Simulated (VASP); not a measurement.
# Ga2BAs3: single point with PBE

Ga2BAs3:

```
CELL_PARAMETERS angstrom
2.90419 1.67674 3.73572
-2.90419 1.67674 3.73572
0.00000 -3.35347 3.73572
ATOMIC_POSITIONS crystal
Ga 0.62076 0.62076 0.62076
Ga 0.37924 0.37924 0.37924
B 0.00000 0.00000 0.00000
As 0.00000 0.00000 0.50000
As 0.50000 0.00000 0.00000
As 0.00000 0.50000 0.00000
```

The cell was generated, and may not be a known phase.

```
Program                : VASP 6.6.1
Task                   : single point
Functional             : PBE
Potentials or basis    : VASP PAW PBE potentials, release 64 (Ga_d, B, As)
Cutoff                 : 500 eV
k mesh                 : 4 × 4 × 4
Occupations            : gaussian, width 0.2 eV
Spin                   : no spin polarisation
Dipole correction      : no
Further INCAR settings : ALGO = Normal; EDIFF = 1e-06; NBANDS = 31
```

The pressure is 0.4 GPa and the largest force is 0.029 eV/Å. The band gap on the k mesh is zero (bands 22 and 23 overlap by 1.44 eV).

Forces on the atoms (eV/Å):
```
Ga   0.000  0.000  0.029
Ga   0.000  0.000 -0.029
B    0.000  0.000  0.000
As   0.000  0.000  0.000
As   0.000  0.000  0.000
As   0.000  0.000  0.000
```

Levels at points of the mesh, in eV from the Fermi level:
```tsv
k point	band 20	band 21	band 22	band 23	band 24	band 25
(0.00, 0.00, 0.00)	-2.42	-2.42	-1.42	-0.29	0.27	0.27
(0.50, 0.00, 0.00)	-2.22	-2.08	-1.80	0.42	1.32	1.56
(0.50, 0.50, 0.00)	-1.28	-0.49	-0.09	0.44	0.83	1.15
(0.50, 0.50, 0.50)	-0.52	-0.52	-0.26	0.52	0.52	3.08
```

Wall time 86 s on 1 thread of Intel Xeon 8259CL (shared host), peak memory 0.22 GiB.
